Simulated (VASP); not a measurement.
C: single point with PBEsol

The system is C.

```
CELL_PARAMETERS angstrom
0.00000 1.78337 1.85470
1.78337 0.00000 1.85470
1.78337 1.78337 0.00000
ATOMIC_POSITIONS crystal
C 0.75000 0.75000 0.75000
C 0.50000 0.50000 0.50000
```

- Program: VASP 6.6.1
- Task: single point
- Functional: PBEsol
- Potentials or basis: VASP PAW PBE potentials, release 64 (C)
- Cutoff: 600 eV
- k mesh: 11 × 11 × 11
- Occupations: fermi-dirac, width 0.05 eV
- Spin: no spin polarisation
- Dipole correction: no
- Further INCAR settings: ALGO = Normal; EDIFF = 1e-06; NBANDS = 11

* Pressure: -20.2 GPa
* Band gap on the k mesh: 3.43 eV, indirect (least direct gap 5.09 eV)

Stress tensor (GPa, compression positive):
```
 -8.24   0.00   0.00
  0.00  -8.24   0.00
  0.00   0.00 -44.21
```

Levels at points of the mesh, in eV from the valence-band top:
| k point | band 2 | band 3 | band 4 | band 5 | band 6 | band 7 |
| --- | --- | --- | --- | --- | --- | --- |
| (0.00, 0.00, 0.00) | -0.60 | 0.00 | 0.00 | 5.09 | 5.09 | 5.56 |

It took 10 s on 1 thread of Intel(R) Xeon(R) Platinum 8259CL CPU @ 2.50GHz (Skylake/Cascade Lake), on a shared host, peak memory 0.13 GiB.

Caveat: the PAW data sets were made with another functional, which shifts forces and pressure a little. A hybrid or GW would open this gap; PBEsol tends to underestimate it.
